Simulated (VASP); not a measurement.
A run of VASP 6.6.1:

File INCAR:

```
SYSTEM = Si
PREC = Accurate
ENCUT = 520
EDIFF = 1E-6
ISMEAR = 0
SIGMA = 0.05
LREAL = .False.
LASPH = .True.
NELM = 60
ALGO = Normal
ISIF = 2
LWAVE = .False.
LCHARG = .False.
NBANDS = 11
```

Contents of KPOINTS:

```
Automatic mesh
0
Gamma
  12 12 12
  0 0 0
```

The input POSCAR:

```
Si
1.0
    0.0000000000      2.7168227186      2.3486932402
    2.7168227186      0.0000000000      2.3486932402
    2.7168227186      2.7168227186      0.0000000000
Si
2
Direct
    0.5000000000      0.5000000000      0.5000000000
    0.7500000000      0.7500000000      0.7500000000
```

Potentials or basis: VASP PAW LDA potentials, release 64 (Si).

Launch:

```bash
$ cat potpaw_LDA.64/Si/POTCAR > POTCAR
$ mpirun -np 1 vasp_std > vasp.out
```

Hardware: 1 thread of Intel(R) Xeon(R) Platinum 8259CL CPU @ 2.50GHz (Skylake/Cascade Lake), on a shared host.

**Question.** Estimate the wall time of this run.

**Answer.** Run time: 64 s on 1 thread of Intel(R) Xeon(R) Platinum 8259CL CPU @ 2.50GHz (Skylake/Cascade Lake) (shared host), peak memory 0.16 GiB. Counts: scf iterations 11, k points 163.
